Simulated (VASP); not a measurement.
# Zn (P6_3/mmc) in VASP: further runs, part 2 of 2

VASP 6.6.1. The steps go on from the part before.

### 4 Relaxation of shape and atoms at fixed volume, PBE

This run uses another cell than the first one, of 6.03 Å³/atom, 0.444 times its volume.

File INCAR:

```
ALGO = Normal
EDIFF = 1E-6
EDIFFG = -0.005
ENCUT = 600
GGA = PE
IBRION = 2
ISIF = 4
ISMEAR = -1
LASPH = T
LCHARG = F
LREAL = F
LWAVE = F
NELM = 80
NSW = 50
PREC = Accurate
SIGMA = 0.05
```

File KPOINTS:

```
k-points
0
Gamma
  16 16 9
```

File POSCAR:

```
Zn
1.0
    1.9651082376      0.0000000000      0.0000000000
   -0.9825541188      1.7018336550      0.0000000000
    0.0000000000      0.0000000000      3.6049419391
Zn
2
Direct
    0.3333333333      0.6666666667      0.2500000000
    0.6666666667      0.3333333333      0.7500000000
```

Potentials or basis: VASP PAW PBE potentials, release 64 (Zn).

Launch:

```
$ cat potpaw_PBE.64/Zn/POTCAR > POTCAR
$ mpirun -np 1 vasp_std > vasp.out
```

OUTCAR:

```text
EDIFF = 1E-6
   EDIFFG = -0.005
   ENCUT = 600
   GGA = PE
   IBRION = 2
   ISIF = 4
   ISMEAR = -1
   LASPH = T
   LREAL = F
   NELM = 80
   NSW = 50
   PREC = Accurate

 ion  position               nearest neighbor table
   1  0.333  0.667  0.250-   2 2.13   2 2.13   2 2.13   2 2.13   2 2.13   2 2.13   2 2.90   2 2.90
                             2 2.90   2 2.90   2 2.90   2 2.90
   2  0.667  0.333  0.750-   1 2.13   1 2.13   1 2.13   1 2.13   1 2.13   1 2.13   1 2.90   1 2.90
                             1 2.90   1 2.90   1 2.90   1 2.90

  LATTYP: Found a hexagonal cell.
 ALAT       =     1.9651082376
 C/A-ratio  =     1.8344750025

  Lattice vectors:

 A1 = (   1.9651082376,   0.0000000000,   0.0000000000)
 A2 = (  -0.9825541188,   1.7018336550,   0.0000000000)
 A3 = (   0.0000000000,   0.0000000000,   3.6049419391)

Analysis of symmetry for initial positions (statically):
=====================================================================
 Subroutine PRICEL returns:
 Original cell was already a primitive cell.

 Routine SETGRP: Setting up the symmetry group for a
 hexagonal supercell.

 Subroutine GETGRP returns: Found 24 space group operations
 (whereof 12 operations were pure point group operations)
 out of a pool of 24 trial point group operations.

The static configuration has the point symmetry D_3d.
 The point group associated with its full space group is D_6h.

Analysis of symmetry for dynamics (positions and initial velocities):
=====================================================================
 Subroutine PRICEL returns:
 Original cell was already a primitive cell.

 Routine SETGRP: Setting up the symmetry group for a
 hexagonal supercell.

 Subroutine GETGRP returns: Found 24 space group operations
 (whereof 12 operations were pure point group operations)
 out of a pool of 24 trial point group operations.

The dynamic configuration has the point symmetry D_3d.
 The point group associated with its full space group is D_6h.

 Subroutine INISYM returns: Found 24 space group operations
 (whereof 12 operations are pure point group operations),
 and found     1 'primitive' translations

----------------------------------------------------------------------------------------

                                     Primitive cell

  volume of cell :      12.0560

  direct lattice vectors                    reciprocal lattice vectors
     1.965108238  0.000000000  0.000000000     0.508877822  0.293800748  0.000000000
    -0.982554119  1.701833655  0.000000000     0.000000000  0.587601495  0.000000000
     0.000000000  0.000000000  3.604941939     0.000000000  0.000000000  0.277396978

  length of vectors
     1.965108238  1.965108238  3.604941939     0.587601495  0.587601495  0.277396978

  position of ions in fractional coordinates (direct lattice)
     0.333333333  0.666666667  0.250000000
     0.666666667  0.333333333  0.750000000

  ion indices of the primitive-cell ions
   primitive index   ion index
                 1           1
                 2           2

----------------------------------------------------------------------------------------

[... 29 lines left out ...]
  0.187500  0.000000  0.000000      6.000000
  0.250000  0.000000  0.000000      6.000000
  0.312500 -0.000000  0.000000      6.000000
[... 16 lines left out ...]
  0.187500  0.187500  0.000000      6.000000
  0.250000  0.187500  0.000000     12.000000
 [... further k-points ...]
   k-points           NKPTS =    150   k-points in BZ     NKDIM =    150   number of bands    NBANDS=     16
   number of dos      NEDOS =    301   number of ions     NIONS =      2
   total plane-waves  NPLWV =   7680
   dimension x,y,z NGX =    16 NGY =   16 NGZ =   30
   dimension x,y,z NGXF=    32 NGYF=   32 NGZF=   60
   ions per type =               2
   NGX,Y,Z   is equivalent  to a cutoff of  13.54, 13.54, 13.83 a.u.
   NGXF,Y,Z  is equivalent  to a cutoff of  27.07, 27.07, 27.67 a.u.
 SYSTEM =  unknown system
   PREC   = accura    normal or accurate (medium, high low for compatibility)
   ISTART =      0    job   : 0-new  1-cont  2-samecut
   ICHARG =      2    charge: 1-file 2-atom 10-const
   ISPIN  =      1    spin polarized calculation?
   LNONCOLLINEAR =      F non collinear calculations
   LSORBIT =      F    spin-orbit coupling
   LASPH  =      T    aspherical Exc in radial PAW
   ENCUT  =  600.0 eV  44.10 Ry    6.64 a.u.   3.92  3.92  7.20*2*pi/ulx,y,z
   NELM   =     80;   NELMIN=  2; NELMDL= -5     # of ELM steps
   EDIFF  = 0.1E-05   stopping-criterion for ELM
   LREAL  =      F    real-space projection
   EDIFFG = -.5E-02   stopping-criterion for IOM
   NSW    =     50    number of steps for IOM
   IBRION =      2    ionic relax: 0-MD 1-quasi-New 2-CG
   NFREE  =      1    steps in history (QN), initial steepest desc. (CG)
   ISIF   =      4    stress and relaxation
   ISYM   =      2    0-nonsym 1-usesym 2-fastsym
   POTIM  = 0.5000    time-step for ionic-motion
   TEBEG  =    0.0;   TEEND  =   0.0 temperature during run
   PSTRESS=    0.0 pullay stress
   NELECT =      24.0000    total number of electrons
   NUPDOWN=      -1.0000    fix difference up-down
   EMIN   =  10.00;   EMAX   =-10.00  energy-range for DOS
   EFERMI =   0.00;   METHOD = LEGACY
   ISMEAR =    -1;   SIGMA  =   0.05  broadening in eV -4-tet -1-fermi 0-gaus
   EFERMI_NEDOS =   21; number of points for ismear=-14 and -15
   IALGO  =     38    algorithm
   IMIX   =      4    mixing-type and parameters
     AMIX     =   0.40;   BMIX     =  1.00
     AMIX_MAG =   1.60;   BMIX_MAG =  1.00
  volume/ion in A,a.u.               =       6.03        40.68
  Fermi-wavevector in a.u.,A,eV,Ry     =   2.059419  3.891737 57.705095  4.241205
  Thomas-Fermi vector in A             =   3.060034
   LORBIT       =      0    0 simple, 1 ext, 2 COOP (PROOUT), +10 PAW based schemes
   GGA     = PE    functional components
   LHFCALC =     F    Hartree Fock is set to
   AEXX    =    0.0000 exact exchange contribution
   IVDW    =     0    specifies the selected vdW correction
   LEPSILON=     F    determine dielectric tensor
   LRPA    =     F    only Hartree local field effects (RPA)
 conjugate gradient relaxation of ions
 non-spin polarized calculation
  energy-cutoff  :      600.00
  volume of cell :       12.06
 maximum number of plane-waves:       414
 NGX is ok and might be reduce to    16
   NGX =  7   NGY =  7   NGZ = 15

--------------------------------------- Ionic step        1  -------------------------------------------

 number of electron      23.9999997 magnetization

 Free energy of the ion-electron system (eV)
  ---------------------------------------------------
  ext. energy  EPLUGINS =         0.00000000
  ---------------------------------------------------
  free energy    TOTEN  =        13.90075862 eV

  energy without entropy =       13.90332614  energy(sigma->0) =       13.90204238

------------------------ aborting loop because EDIFF is reached ----------------------------------------

  FORCE on cell =-STRESS in cart. coord.  units (eV):
  Direction    XX          YY          ZZ          XY          YZ          ZX
  --------------------------------------------------------------------------------------
  -------------------------------------------------------------------------------------
  Total       57.9320401     57.9320401     41.7817819      0.0000000      0.0000000      0.0000000
  in kB     7698.8799358   7698.8799363   5552.5909643      0.0000000      0.0000000      0.0000000
  external PRESSURE =    6983.4502788 kB  Pullay stress =       0.0000000 kB
[... 239 lines left out ...]
--------------------------------------- Ionic step        8  -------------------------------------------

 number of electron      23.9999995 magnetization

 Free energy of the ion-electron system (eV)
  ---------------------------------------------------
  ext. energy  EPLUGINS =         0.00000000
  ---------------------------------------------------
  free energy    TOTEN  =        13.20858949 eV

  energy without entropy =       13.20956864  energy(sigma->0) =       13.20907906

 E-fermi :  15.9379     XC(G=0): -17.4394

 val. band max:       15.9272246791   @ k =   0.3125   0.1250   0.0000
 cond. band min:      15.9870450285   @ k =   0.3125   0.0625   0.0000
 fundamental gap:      0.0598203494
 Fermi energy:        15.9378543161

 k-point     1 :       0.0000    0.0000    0.0000
  band No.  band energies     occupation
      1      -6.9898      2.00000
      2      -2.4874      2.00000
      3       1.3293      2.00000
      4       1.3311      2.00000
      5       1.3311      2.00000
      6       1.8593      2.00000
[... 433 lines left out ...]
      3      -1.0093      2.00000
      4      -0.3634      2.00000
      5       0.8739      2.00000
      6       1.8016      2.00000
[... 8 lines left out ...]
     15      23.3638      0.00000
     16      31.2150      0.00000

 [... further k-points ...]
[... 5 lines left out ...]
  --------------------------------------------------------------------------------------
  -------------------------------------------------------------------------------------
  Total       51.0252845     51.0252845     51.0243680      0.0000000     -0.0000000      0.0000000
  in kB     6781.0064685   6781.0064699   6780.8846699      0.0000000     -0.0000000      0.0000000
  external PRESSURE =    6780.9658694 kB  Pullay stress =       0.0000000 kB
[... 17 lines left out ...]
  FREE ENERGIE OF THE ION-ELECTRON SYSTEM (eV)
  ---------------------------------------------------
  free  energy   TOTEN  =        13.2085894904 eV

  energy  without entropy=       13.2095686388  energy(sigma->0) =       13.20907906

 reached required accuracy - stopping structural energy minimisation
```

CONTCAR:

```text
Zn
   1.00000000000000
     2.0531425881348793   -0.0000000000000000    0.0000000000000000
    -1.0265712940674396    1.7780736390986756    0.0000000000000000
     0.0000000000000000    0.0000000000000000    3.3024253056268549
  Zn
     2
Direct
     0.3333333332999970    0.6666666667000030    0.2500000000000000
     0.6666666667000030    0.3333333332999970    0.7500000000000000

  0.00000000E+00  0.00000000E+00  0.00000000E+00
  0.00000000E+00  0.00000000E+00  0.00000000E+00
```

Wall time 3.9 min (1 thread of AMD EPYC, shared host); peak memory 0.11 GiB.

The run converged, but its numbers aren't listed here, since they failed a check.

### 5 Relaxation of shape and atoms at fixed volume, PBE

This run uses another cell than the first one, of 7.53 Å³/atom, 0.556 times its volume.

File INCAR:

```
PREC = Accurate
ENCUT = 600
EDIFF = 1E-6
ISMEAR = -1
SIGMA = 0.05
LREAL = False
LASPH = True
NELM = 100
ALGO = Normal
ISIF = 4
LWAVE = False
LCHARG = False
GGA = PE
IBRION = 2
NSW = 50
EDIFFG = -0.005
```

File KPOINTS:

```
Automatic mesh
0
Gamma
  16 16 9
```

File POSCAR:

```
Zn
1.0
    2.1168486784      0.0000000000      0.0000000000
   -1.0584243392      1.8332447314      0.0000000000
    0.0000000000      0.0000000000      3.8833059845
Zn
2
Direct
    0.3333333333      0.6666666667      0.2500000000
    0.6666666667      0.3333333333      0.7500000000
```

Launch:

```
$ cat potpaw_PBE.64/Zn/POTCAR > POTCAR
$ mpirun -np 1 vasp_std > vasp.out
```

Run time: 4.6 min. Hardware: 1 thread of AMD EPYC, shared host; peak memory 0.13 GiB.

The run converged. Its results:

```yaml
Free_energy: 4.6581 eV
Energy_gained_by_relaxing: 196.4 meV/atom
Ionic_steps: 7
Pressure_after_relaxing: 292.3 GPa
Band_gap_on_the_k_mesh: zero (band 12 reaches 13.00 eV, above the bottom of band 13 at 10.68 eV)
```

Step by step:
```tsv
step	energy change (eV)	largest force (eV/Å)	pressure (GPa)	volume (Å³)
1	0.0000	0.0000	304.28	15.07
2	-0.1371	0.0000	299.08	15.07
3	-0.3918	0.0000	292.51	15.07
4	-0.3927	0.0000	292.33	15.07
5	-0.3926	0.0000	292.33	15.07
6	-0.3927	0.0000	292.35	15.07
7	-0.3927	0.0000	292.33	15.07
```

Final structure:
```
Zn
1.0
     2.21323    0.00000    0.00000
    -1.10661    1.91671    0.00000
     0.00000    0.00000    3.55245
Zn
2
Direct
  0.33333 0.66667 0.25000
  0.66667 0.33333 0.75000
```

Levels at points of the mesh, in eV from the Fermi level:
```tsv
k point	band 10	band 11	band 12	band 13	band 14	band 15
(0.00, 0.00, 0.00)	-10.07	-10.07	-7.84	-0.20	21.19	23.53
(0.50, 0.00, 0.00)	-9.79	-6.88	-4.25	4.29	5.47	7.80
```

### 6 The runs side by side

| task | cell | cutoff (eV) | gap on the mesh (eV) | pressure (GPa) |
| --- | --- | --- | --- | --- |
| single point | a = 2.593, b = 2.593, c = 4.659 Å, angles 90.0, 90.0, 120.0°, 2 atoms | 520 | none | 10.5 |
| single point | a = 2.667, b = 2.667, c = 4.893 Å, angles 90.0, 90.0, 120.0°, 2 atoms | 520 | none | 0.3 |
| relaxation of shape and atoms at fixed volume | relaxed from a = 2.117, b = 2.117, c = 3.883 Å, angles 90.0, 90.0, 120.0°, 2 atoms | 600 | none | 292.3 |

Alike in all rows: level PBE; potentials or basis VASP PAW PBE potentials, release 64 (Zn); no spin polarisation; k mesh 16 × 16 × 9; smearing fermi-dirac 0.05 eV.

Absolute energies hang on the potentials; compare differences alone.
